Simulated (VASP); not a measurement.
Write the native input for VASP 6.6.1 that does the following.

```
Task                   : single point
Functional             : PBE
Potentials or basis    : VASP PAW PBE potentials, release 64 (Hf_pv, O)
Cutoff                 : 520 eV
k mesh                 : 5 × 5 × 5
Occupations            : fermi-dirac, width 0.05 eV
Spin                   : no spin polarisation
Dipole correction      : no
Further INCAR settings : ALGO = Normal; EDIFF = 1e-06; NBANDS = 56
```

The structure of HfO2 lies in POSCAR:

```
HfO2
1.0
    5.0836499717      0.0000000000      0.0000000000
    0.0000000000      5.1508955956      0.0000000000
   -0.8529000468      0.0000000000      5.1788736893
Hf O
4 8
Direct
    0.2755000000      0.4603000000      0.7080000000
    0.7245000000      0.9603000000      0.7920000000
    0.7245000000      0.5397000000      0.2920000000
    0.2755000000      0.0397000000      0.2080000000
    0.0742000000      0.1684000000      0.8467000000
    0.9258000000      0.6684000000      0.6533000000
    0.9258000000      0.8316000000      0.1533000000
    0.0742000000      0.3316000000      0.3467000000
    0.4487000000      0.7419000000      0.9801000000
    0.5513000000      0.2419000000      0.5199000000
    0.5513000000      0.2581000000      0.0199000000
    0.4487000000      0.7581000000      0.4801000000
```

These files were run (other wordings do the same):

INCAR

```
PREC = Accurate ; ENCUT = 520
EDIFF = 1E-6 ; ISMEAR = -1
SIGMA = 0.05 ; LREAL = False
LASPH = True ; NELM = 60
ALGO = Normal ; ISIF = 2
LWAVE = False ; LCHARG = False
GGA = PE ; NBANDS = 56
```

KPOINTS

```
regular mesh
0
Gamma
  5 5 5
```

Potentials or basis: VASP PAW PBE potentials, release 64 (Hf_pv, O).

Launch:

```sh
$ cat potpaw_PBE.64/Hf_pv/POTCAR potpaw_PBE.64/O/POTCAR > POTCAR
$ mpirun -np 1 vasp_std > vasp.out
```

Results of the run:

```yaml
Pressure: 7.9 GPa
Largest_force: 0.517 eV/Å
Band_gap_on_the_k_mesh: 4.24 eV (least direct gap 4.30 eV)
```

Caveat: the cell stands under pressure; spin-orbit coupling is left out, which moves the levels of the heavy elements; an odd mesh through Γ misses points on the zone boundary, where band edges can lie.

Wall time 2.5 min on 1 thread of AMD EPYC 9R45 96-Core Processor (Zen 5), on a shared host, peak memory 0.34 GiB.
